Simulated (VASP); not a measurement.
# Pt (R-3m) in VASP: notebook, part 2 of 2

VASP 6.6.1.

## 5. Relaxation of cell and atoms, PBE

File INCAR:

```
PREC     = Accurate       # precision mode
ENCUT    = 600            # plane-wave cutoff, eV
EDIFF    = 1E-6           # SCF threshold, eV
ISMEAR   = 0              # smearing method
SIGMA    = 0.1            # smearing width, eV
LREAL    = F              # projectors in reciprocal space
LASPH    = T              # aspherical terms in the spheres
NELM     = 100            # most SCF steps
ALGO     = Normal         # electronic algorithm
ISIF     = 3              # what is computed and relaxed
LWAVE    = F              # write WAVECAR
LCHARG   = F              # write CHGCAR
GGA      = PE             # functional
IBRION   = 2              # ionic algorithm
NSW      = 90             # ionic steps
EDIFFG   = -0.04          # ionic threshold
```

File KPOINTS:

```
regular mesh
0
Gamma
  9 9 9
```

File POSCAR:

```
Pt
1.0
    1.3831721974      0.7985748405      7.0793010638
   -1.3831721974      0.7985748405      7.0793010638
    0.0000000000     -1.5971496811      7.0793010638
Pt
3
Direct
    0.0000000000      0.0000000000      0.0000000000
    0.2226677255      0.2226677255      0.2226677255
    0.7773322745      0.7773322745      0.7773322745
```

Potentials or basis: VASP PAW PBE potentials, release 64 (Pt).

Run with:

```
> cat potpaw_PBE.64/Pt/POTCAR > POTCAR
> mpirun -np 1 vasp_std > vasp.out
```

OUTCAR:

```text
PREC = Accurate
   ENCUT = 600
   EDIFF = 1E-6
   ISMEAR = 0
   LREAL = F
   LASPH = T
   NELM = 100
   ISIF = 3
   GGA = PE
   IBRION = 2
   NSW = 90
   EDIFFG = -0.04

 ion  position               nearest neighbor table
   1  0.000  0.000  0.000-   3 2.84   3 2.84   2 2.84   2 2.84   3 2.84   2 2.84
   2  0.223  0.223  0.223-   1 2.84   1 2.84   1 2.84   3 2.87   3 2.87   3 2.87
   3  0.777  0.777  0.777-   1 2.84   1 2.84   1 2.84   2 2.87   2 2.87   2 2.87

  LATTYP: Found a trigonal (rhomboedric) cell.
 ALAT       =     7.2572302330
 COS(alpha) =     0.9273491508

  Lattice vectors:

 A1 = (   1.3831721974,   0.7985748405,   7.0793010638)
 A2 = (  -1.3831721974,   0.7985748405,   7.0793010638)
 A3 = (   0.0000000000,  -1.5971496811,   7.0793010638)

Analysis of symmetry for initial positions (statically):
=====================================================================
 Subroutine PRICEL returns:
 Original cell was already a primitive cell.

 Routine SETGRP: Setting up the symmetry group for a
 trigonal (rhombohedral) supercell.

 Subroutine GETGRP returns: Found 12 space group operations
 (whereof 12 operations were pure point group operations)
 out of a pool of 12 trial point group operations.

The static configuration has the point symmetry D_3d.

Analysis of symmetry for dynamics (positions and initial velocities):
=====================================================================
 Subroutine PRICEL returns:
 Original cell was already a primitive cell.

 Routine SETGRP: Setting up the symmetry group for a
 trigonal (rhombohedral) supercell.

 Subroutine GETGRP returns: Found 12 space group operations
 (whereof 12 operations were pure point group operations)
 out of a pool of 12 trial point group operations.

The dynamic configuration has the point symmetry D_3d.

[... 126 lines left out ...]
   LHFCALC =     F    Hartree Fock is set to
   AEXX    =    0.0000 exact exchange contribution
   IVDW    =     0    specifies the selected vdW correction
   LEPSILON=     F    determine dielectric tensor
   LRPA    =     F    only Hartree local field effects (RPA)
 conjugate gradient relaxation of ions
 non-spin polarized calculation
 Gauss-broadening in eV      SIGMA  =   0.10
  energy-cutoff  :      600.00
  volume of cell :       46.92
 maximum number of plane-waves:      1619
 NGX is ok and might be reduce to    60
   NGX = 29   NGY = 29   NGZ = 29

--------------------------------------- Ionic step        1  -------------------------------------------

 number of electron      30.0000001 magnetization

 Free energy of the ion-electron system (eV)
  ---------------------------------------------------
  ext. energy  EPLUGINS =         0.00000000
  ---------------------------------------------------
  free energy    TOTEN  =       -18.21729855 eV

  energy without entropy =      -18.18515089  energy(sigma->0) =      -18.20122472

------------------------ aborting loop because EDIFF is reached ----------------------------------------

  FORCE on cell =-STRESS in cart. coord.  units (eV):
  Direction    XX          YY          ZZ          XY          YZ          ZX
  --------------------------------------------------------------------------------------
  -------------------------------------------------------------------------------------
  Total        0.1358805      0.1358805      0.2676909      0.0000000     -0.0000000      0.0000000
  in kB        4.6401745      4.6401745      9.1413585      0.0000000     -0.0000000      0.0000000
  external PRESSURE =       6.1405692 kB  Pullay stress =       0.0000000 kB
[... 61 lines left out ...]
--------------------------------------- Ionic step        3  -------------------------------------------

 number of electron      30.0000001 magnetization

 Free energy of the ion-electron system (eV)
  ---------------------------------------------------
  ext. energy  EPLUGINS =         0.00000000
  ---------------------------------------------------
  free energy    TOTEN  =       -18.21757315 eV

  energy without entropy =      -18.18542599  energy(sigma->0) =      -18.20149957

 E-fermi :  10.5419     XC(G=0): -13.2537

 val. band max:       10.5299855590   @ k =   0.4444   0.1111   0.1111
 cond. band min:      10.5423749743   @ k =   0.4444   0.2222   0.1111
 fundamental gap:      0.0123894153
 Fermi energy:        10.5419446031

 k-point     1 :       0.0000    0.0000    0.0000
  band No.  band energies     occupation
      1       0.7421      2.00000
      2       3.1947      2.00000
      3       3.2011      2.00000
      4       6.6448      2.00000
      5       6.9773      2.00000
      6       6.9773      2.00000
[... 505 lines left out ...]
      6       6.0985      2.00000
[... 11 lines left out ...]
     18      14.8051      0.00000
     19      17.0313      0.00000

 [... further k-points ...]

------------------------ aborting loop because EDIFF is reached ----------------------------------------

  FORCE on cell =-STRESS in cart. coord.  units (eV):
  Direction    XX          YY          ZZ          XY          YZ          ZX
  --------------------------------------------------------------------------------------
  -------------------------------------------------------------------------------------
  Total       -0.0593758     -0.0593758      0.0690176      0.0000000     -0.0000000      0.0000000
  in kB       -2.0219659     -2.0219659      2.3503037      0.0000000     -0.0000000      0.0000000
  external PRESSURE =      -0.5645427 kB  Pullay stress =       0.0000000 kB
[... 18 lines left out ...]
  FREE ENERGIE OF THE ION-ELECTRON SYSTEM (eV)
  ---------------------------------------------------
  free  energy   TOTEN  =       -18.2175731515 eV

  energy  without entropy=      -18.1854259884  energy(sigma->0) =      -18.20149957

 reached required accuracy - stopping structural energy minimisation
```

OSZICAR:

```text
N       E                     dE             d eps       ncg     rms          rms(c)
DAV:   1     0.194567268064E+03    0.19457E+03   -0.16957E+04  3270   0.170E+03
DAV:   2    -0.132441473753E+02   -0.20781E+03   -0.19758E+03  3626   0.335E+02
DAV:   3    -0.193039812444E+02   -0.60598E+01   -0.58375E+01  3523   0.546E+01
[... 22 lines left out ...]
DAV:   2    -0.182179924567E+02    0.93557E-02   -0.23160E-02  3251   0.124E+00    0.246E-01
DAV:   3    -0.182175578246E+02    0.43463E-03   -0.22078E-03  3461   0.359E-01    0.159E-01
DAV:   4    -0.182176726763E+02   -0.11485E-03   -0.13860E-03  3512   0.327E-01    0.153E-01
DAV:   5    -0.182175732061E+02    0.99470E-04   -0.64429E-04  3500   0.216E-01    0.851E-03
DAV:   6    -0.182175730440E+02    0.16205E-06   -0.15197E-05  3466   0.287E-02    0.455E-03
DAV:   7    -0.182175731515E+02   -0.10748E-06   -0.79122E-07  1774   0.782E-03
   3 F= -.18217573E+02 E0= -.18201500E+02  d E =-.274598E-03
```

Run time: 29 min. Hardware: 1 thread of Intel Xeon 8259CL, shared host; peak memory 0.58 GiB.

Results:

```yaml
Free_energy: -18.2176 eV
Relaxed_volume: 15.68 Å³/atom
Relaxed_cell: a = 7.267 Å, b = 7.267 Å, c = 7.267 Å, α = 21.96°, β = 21.96°, γ = 21.96°
Space_group_after_relaxing_to_0.1_Å: R-3m (No. 166)
Energy_gained_by_relaxing: 0.1 meV/atom
Ionic_steps: 3
Pressure_after_relaxing: -0.1 GPa
Largest_force_after_relaxing: 0.006 eV/Å
Band_gap_on_the_k_mesh: zero (bands 15 and 16 overlap by 1.52 eV)
```

Forces in eV/Å, atoms in the order of the input:
```
Pt   0.000  0.000  0.000
Pt   0.000  0.000  0.006
Pt   0.000  0.000 -0.006
```

The path:
| step | energy change (eV) | largest force (eV/Å) | pressure (GPa) | volume (Å³) |
| --- | --- | --- | --- | --- |
| 1 | 0.0000 | 0.0072 | 0.61 | 46.92 |
| 2 | 0.0010 | 0.0038 | -1.48 | 47.33 |
| 3 | -0.0003 | 0.0057 | -0.06 | 47.05 |

Final structure:
```xyz
3
Lattice="1.3841 0.7991 7.0891 -1.3841 0.7991 7.0891 0.0000 -1.5983 7.0891" Properties=species:S:1:pos:R:3 pbc="T T T"
Pt    0.0000    0.0000    0.0000
Pt    0.0000    0.0000    4.7357
Pt    0.0000    0.0000   16.5317
```

Levels at points of the mesh, in eV from the Fermi level:
| k point | band 13 | band 14 | band 15 | band 16 | band 17 | band 18 | band 19 |
| --- | --- | --- | --- | --- | --- | --- | --- |
| (0.00, 0.00, 0.00) | -1.81 | -1.81 | -0.70 | -0.70 | -0.47 | -0.47 | 9.15 |

Caveat: spin-orbit coupling is left out, which moves the levels of the heavy elements.

## 6. The runs side by side

| task | cell | k mesh | cutoff (eV) | gap on the mesh (eV) | pressure (GPa) | largest force (eV/Å) |
| --- | --- | --- | --- | --- | --- | --- |
| single point | a = 7.257 Å, angles 22.0°, 3 atoms, atomic positions A | 6 × 6 × 6 | 520 | none | -0.5 | - |
| single point | a = 7.282 Å, angles 21.9°, 3 atoms, atomic positions B | 9 × 9 × 9 | 520 | none | -0.6 | - |
| single point | a = 7.392 Å, angles 23.2°, 3 atoms, atomic positions C | 9 × 9 × 9 | 520 | none | -25.0 | 0.15 |
| relaxation of cell and atoms | relaxed from a = 7.257 Å, angles 22.0°, 3 atoms, atomic positions A | 9 × 9 × 9 | 600 | none | -0.1 | 0.01 |

Alike in all rows: level PBE; potentials or basis VASP PAW PBE potentials, release 64 (Pt); no spin polarisation; smearing gaussian 0.1 eV.

Caveats: some runs use coarse meshes; spin-orbit coupling is left out, which moves the levels of the heavy elements; the cell stands under tension (at least some runs).

Total energies depend on the potentials used, so only differences within one code and one set of settings carry meaning.
